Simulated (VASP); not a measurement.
# Si (I4/mmm) in VASP: single point with LDA

Aim: the single point of Si with LDA.

Program: VASP 6.6.1. These are calculated values, not measurements. Logs are shortened: lines on timing, memory, paths and dates and some standing lists are left out, and cuts for length are marked.

### Step 1. The cell of the first run

Symmetry: I4/mmm, No. 139, tetragonal system. Conventional cell: a = 6.602 Å, b = 6.602 Å, c = 3.817 Å, α = 90.00°, β = 90.00°, γ = 90.00°. Si (site symmetry m2m) has 4 Si at 2.33 to 2.36 Å within 3.1 Å. Si (site symmetry m2m) has 4 Si at 2.33 to 2.36 Å within 3.1 Å.

### Step 2. Single point, LDA

Input file INCAR:

```
ALGO = Normal
EDIFF = 1E-6
ENCUT = 500
GGA = CA
GGA_COMPAT = False
ISIF = 2
ISMEAR = 0
LASPH = True
LCHARG = False
LREAL = False
LWAVE = False
NBANDS = 36
NELM = 120
PREC = Accurate
SIGMA = 0.03
```

Input file KPOINTS:

```
k-points
0
Gamma
  9 7 3
```

Input file POSCAR:

```
Si
1.0
    0.0000000000      0.0000000000     -3.8165079742
   -3.3010168595     -3.3010168595     -1.9082539871
   -9.9030505784      9.9030505784      1.9082539871
Si
12
Direct
    0.8455121040      0.6423091254      0.3333333333
    0.1788454373      0.6423091254      0.0000000000
    0.5121787706      0.6423091254      0.6666666667
    0.4878212294      0.3576908746      0.3333333333
    0.8211545627      0.3576908746      0.0000000000
    0.1544878960      0.3576908746      0.6666666667
    0.0596151458      0.0000000000      0.1192302915
    0.3929484791      0.0000000000      0.7858969582
    0.7262818124      0.0000000000      0.4525636249
    0.2737181876      0.0000000000      0.5474363751
    0.6070515209      0.0000000000      0.2141030418
    0.9403848542      0.0000000000      0.8807697085
```

Potentials or basis: VASP PAW LDA potentials, release 64 (Si).

On the command line:

```
$ cat potpaw_LDA.64/Si/POTCAR > POTCAR
$ mpirun -np 1 vasp_std > vasp.out
```

OUTCAR:

```text
EDIFF = 1E-6
   ENCUT = 500
   GGA = CA
   ISIF = 2
   ISMEAR = 0
   LASPH = True
   LREAL = False
   NELM = 120
   PREC = Accurate

 ion  position               nearest neighbor table
   1  0.846  0.642  0.333-   4 2.33   4 2.33  11 2.36   9 2.36
   2  0.179  0.642  0.000-   5 2.33   5 2.33   7 2.36  12 2.36
   3  0.512  0.642  0.667-   6 2.33   6 2.33   8 2.36  10 2.36
   4  0.488  0.358  0.333-   1 2.33   1 2.33  11 2.36   9 2.36
   5  0.821  0.358  0.000-   2 2.33   2 2.33  12 2.36   7 2.36
   6  0.154  0.358  0.667-   3 2.33   3 2.33   8 2.36  10 2.36
   7  0.060  0.000  0.119-  11 2.33  11 2.33   5 2.36   2 2.36
   8  0.393  0.000  0.786-  12 2.33  12 2.33   6 2.36   3 2.36
   9  0.726  0.000  0.453-  10 2.33  10 2.33   4 2.36   1 2.36
  10  0.274  0.000  0.547-   9 2.33   9 2.33   3 2.36   6 2.36
  11  0.607  0.000  0.214-   7 2.33   7 2.33   1 2.36   4 2.36
  12  0.940  0.000  0.881-   8 2.33   8 2.33   2 2.36   5 2.36

  LATTYP: Found a face centered orthorhombic cell.
 ALAT       =     3.8165079742
 B/A-ratio  =     2.4463948950
 C/A-ratio  =     7.3391846848

  Lattice vectors:

 A1 = ( -13.2040674379,   6.6020337189,   0.0000000000)
 A2 = (  -9.9030505784,   9.9030505784,  -1.9082539871)
 A3 = (  -3.3010168595,  -3.3010168595,  -1.9082539871)

Analysis of symmetry for initial positions (statically):
=====================================================================
 Subroutine PRICEL returns following result:

  LATTYP: Found a body centered tetragonal cell.
 ALAT       =     6.6020337196
 C/A-ratio  =     0.5780806545

  Lattice vectors:

 A1 = (   3.3010168601,  -3.3010168601,   1.9082539867)
 A2 = (  -3.3010168591,   3.3010168591,   1.9082539869)
 A3 = (  -3.3010168595,  -3.3010168595,  -1.9082539871)

   3 primitive cells build up your supercell.

 Routine SETGRP: Setting up the symmetry group for a
 face centered orthorhombic supercell.

 Subroutine GETGRP returns: Found  8 space group operations
 (whereof  8 operations were pure point group operations)
 out of a pool of  8 trial point group operations.

The static configuration has the point symmetry D_2h.

Analysis of symmetry for dynamics (positions and initial velocities):
=====================================================================
 Subroutine PRICEL returns following result:

  LATTYP: Found a body centered tetragonal cell.
 ALAT       =     6.6020337196
 C/A-ratio  =     0.5780806545

  Lattice vectors:

 A1 = (   3.3010168601,  -3.3010168601,   1.9082539867)
 A2 = (  -3.3010168591,   3.3010168591,   1.9082539869)
 A3 = (  -3.3010168595,  -3.3010168595,  -1.9082539871)

   3 primitive cells build up your supercell.

 Routine SETGRP: Setting up the symmetry group for a
 face centered orthorhombic supercell.

 Subroutine GETGRP returns: Found  8 space group operations
 (whereof  8 operations were pure point group operations)
 out of a pool of  8 trial point group operations.

The dynamic configuration has the point symmetry D_2h.

 Subroutine INISYM returns: Found  8 space group operations
 (whereof  8 operations are pure point group operations),
 and found     3 'primitive' translations

----------------------------------------------------------------------------------------

                                     Primitive cell

  volume of cell :      83.1748

  direct lattice vectors                    reciprocal lattice vectors
     3.301016860 -3.301016860  1.908253987     0.000000000 -0.151468478  0.262019628
    -3.301016859  3.301016859  1.908253987    -0.151468478 -0.000000000  0.262019628
    -3.301016860 -3.301016860 -1.908253987    -0.151468478 -0.151468478  0.000000000

  length of vectors
     5.043298316  5.043298314  5.043298315     0.302649939  0.302649939  0.214208776
[... 42 lines left out ...]
|           W    W  A    A  R    R  N    N  II  N    N   GGGG   !!!           |
|                                                                             |
|     Your reciprocal lattice and k-lattice belong to different lattice       |
|     classes:                                                                |
|                                                                             |
|        The reciprocal lattice is body-centered orthorhombic,                |
|        whereas your k-lattice is triclinic.                                 |
|                                                                             |
|     Results are often still useful ...                                      |
|                                                                             |
 -----------------------------------------------------------------------------

 WARNING: IBZKPT: internal override: KBLOWUP is changed to .FALSE.
      ... skipping the blow-up phase ...

 Subroutine IBZKPT returns following result:
 ===========================================

 Found     85 irreducible k-points:

 Following reciprocal coordinates:
            Coordinates               Weight
  0.000000  0.000000  0.000000      1.000000
  0.111111 -0.000000  0.000000      2.000000
  0.222222 -0.000000  0.000000      2.000000
  0.333333  0.000000 -0.000000      4.000000
  0.444444 -0.000000  0.000000      2.000000
  0.000000  0.142857  0.000000      2.000000
[... 16 lines left out ...]
 -0.111111  0.285714  0.000000      2.000000
  0.000000  0.428571  0.000000      2.000000
 [... further k-points ...]
   k-points           NKPTS =     85   k-points in BZ     NKDIM =     85   number of bands    NBANDS=     36
   number of dos      NEDOS =    301   number of ions     NIONS =     12
   total plane-waves  NPLWV = 120960
   dimension x,y,z NGX =    28 NGY =   40 NGZ =  108
   dimension x,y,z NGXF=    56 NGYF=   80 NGZF=  216
   ions per type =              12
   NGX,Y,Z   is equivalent  to a cutoff of  12.20, 13.19, 12.70 a.u.
   NGXF,Y,Z  is equivalent  to a cutoff of  24.39, 26.37, 25.41 a.u.
 SYSTEM =  unknown system
   PREC   = accura    normal or accurate (medium, high low for compatibility)
   ISTART =      0    job   : 0-new  1-cont  2-samecut
   ICHARG =      2    charge: 1-file 2-atom 10-const
   ISPIN  =      1    spin polarized calculation?
   LNONCOLLINEAR =      F non collinear calculations
   LSORBIT =      F    spin-orbit coupling
   LASPH  =      T    aspherical Exc in radial PAW
   ENCUT  =  500.0 eV  36.75 Ry    6.06 a.u.   6.96  9.20 25.77*2*pi/ulx,y,z
   NELM   =    120;   NELMIN=  2; NELMDL= -5     # of ELM steps
   EDIFF  = 0.1E-05   stopping-criterion for ELM
   LREAL  =      F    real-space projection
   EDIFFG = 0.1E-04   stopping-criterion for IOM
   NSW    =      0    number of steps for IOM
   IBRION =     -1    ionic relax: 0-MD 1-quasi-New 2-CG
   NFREE  =      0    steps in history (QN), initial steepest desc. (CG)
   ISIF   =      2    stress and relaxation
   ISYM   =      2    0-nonsym 1-usesym 2-fastsym
   POTIM  = 0.5000    time-step for ionic-motion
   TEBEG  =    0.0;   TEEND  =   0.0 temperature during run
   PSTRESS=    0.0 pullay stress
   NELECT =      48.0000    total number of electrons
   NUPDOWN=      -1.0000    fix difference up-down
   EMIN   =  10.00;   EMAX   =-10.00  energy-range for DOS
   EFERMI =   0.00;   METHOD = LEGACY
   ISMEAR =     0;   SIGMA  =   0.03  broadening in eV -4-tet -1-fermi 0-gaus
   EFERMI_NEDOS =   21; number of points for ismear=-14 and -15
   IALGO  =     38    algorithm
   IMIX   =      4    mixing-type and parameters
     AMIX     =   0.40;   BMIX     =  1.00
     AMIX_MAG =   1.60;   BMIX_MAG =  1.00
  volume/ion in A,a.u.               =      20.79       140.32
  Fermi-wavevector in a.u.,A,eV,Ry     =   0.945042  1.785870 12.151413  0.893104
  Thomas-Fermi vector in A             =   2.072905
   LORBIT       =      0    0 simple, 1 ext, 2 COOP (PROOUT), +10 PAW based schemes
   GGA     = CA    functional components
   LHFCALC =     F    Hartree Fock is set to
   AEXX    =    0.0000 exact exchange contribution
   IVDW    =     0    specifies the selected vdW correction
   LEPSILON=     F    determine dielectric tensor
   LRPA    =     F    only Hartree local field effects (RPA)
 non-spin polarized calculation
 Gauss-broadening in eV      SIGMA  =   0.03
  energy-cutoff  :      500.00
  volume of cell :      249.52
 maximum number of plane-waves:      6367
   NGX = 13   NGY = 19   NGZ = 51

 number of electron      47.9999998 magnetization

 Free energy of the ion-electron system (eV)
  ---------------------------------------------------
  ext. energy  EPLUGINS =         0.00000000
  ---------------------------------------------------
  free energy    TOTEN  =       -70.14452033 eV

  energy without entropy =      -70.14452033  energy(sigma->0) =      -70.14452033

 E-fermi :   5.6176     XC(G=0):  -9.3877

 val. band max:        5.4693277765   @ k =   0.0000   0.4286   0.3333
 cond. band min:       5.7904788759   @ k =   0.3333   0.1429   0.0000
 fundamental gap:      0.3211510994
 Fermi energy:         5.6175560727

 k-point     1 :       0.0000    0.0000    0.0000
  band No.  band energies     occupation
      1      -6.5917      2.00000
      2      -5.9966      2.00000
      3      -5.9966      2.00000
      4      -3.9393      2.00000
      5      -3.9393      2.00000
      6      -2.2721      2.00000
[... 925 lines left out ...]
     35       9.6519      0.00000
     36       9.6524      0.00000

 [... further k-points ...]

------------------------ aborting loop because EDIFF is reached ----------------------------------------

  FORCE on cell =-STRESS in cart. coord.  units (eV):
  Direction    XX          YY          ZZ          XY          YZ          ZX
  --------------------------------------------------------------------------------------
  -------------------------------------------------------------------------------------
  Total        0.1572755      0.1572755      0.0380863      0.0018970     -0.0000000     -0.0000000
  in kB        1.0098542      1.0098542      0.2445490      0.0121804     -0.0000000     -0.0000000
  external PRESSURE =       0.7547525 kB  Pullay stress =       0.0000000 kB

 VOLUME and BASIS-vectors are now :
 -----------------------------------------------------------------------------
  energy-cutoff  :      500.00
  volume of cell :      249.52
      direct lattice vectors                 reciprocal lattice vectors
     0.000000000  0.000000000 -3.816507974     0.050489493  0.100978985 -0.262019628
    -3.301016859 -3.301016859 -1.908253987    -0.151468478 -0.151468478  0.000000000
    -9.903050578  9.903050578  1.908253987    -0.050489493  0.050489493  0.000000000

 POSITION                                       TOTAL-FORCE (eV/Angst)
 -----------------------------------------------------------------------------------
     -5.42129      1.18074     -3.81651        -0.001199     -0.001199     -0.000000
     -2.12027     -2.12027     -1.90825        -0.001199     -0.001199     -0.000000
     -8.72231      4.48176     -1.90825        -0.001199     -0.001199     -0.000000
     -4.48176      2.12027     -1.90825         0.001199      0.001199      0.000000
     -1.18074     -1.18074     -3.81651         0.001199      0.001199      0.000000
     -7.78278      5.42129      0.00000         0.001199      0.001199      0.000000
     -1.18074      1.18074     -0.00000         0.001266     -0.001266      0.000000
     -7.78278      7.78278      0.00000         0.001266     -0.001266      0.000000
     -4.48176      4.48176     -1.90825         0.001266     -0.001266      0.000000
     -5.42129      5.42129     -0.00000        -0.001266      0.001266      0.000000
     -2.12027      2.12027     -1.90825        -0.001266      0.001266      0.000000
     -8.72231      8.72231     -1.90825        -0.001266      0.001266      0.000000
 -----------------------------------------------------------------------------------
    total drift:                               -0.000000     -0.000000      0.000000

  FREE ENERGIE OF THE ION-ELECTRON SYSTEM (eV)
  ---------------------------------------------------
  free  energy   TOTEN  =       -70.1445203346 eV

  energy  without entropy=      -70.1445203346  energy(sigma->0) =      -70.14452033
```

It took 16 min on 1 thread of Intel Xeon Platinum 8259CL at 2.50GHz (Skylake/Cascade Lake), shared host; peak memory 0.57 GiB.

What came out:

```
Free energy            : -70.1445 eV
Pressure               : 0.1 GPa
Band gap on the k mesh : 0.32 eV
```

Stress tensor (GPa, compression positive):
```
0.10 0.00 0.00
0.00 0.10 0.00
0.00 0.00 0.02
```

Levels at points of the mesh, in eV from the valence-band top:
```
           k point  band 22  band 23  band 24  band 25  band 26  band 27
(0.00, 0.00, 0.00)    -1.38    -1.38    -0.44     1.00     1.00     1.50
```

Caveat: semilocal functionals underestimate gaps, and a narrow one can read as zero.
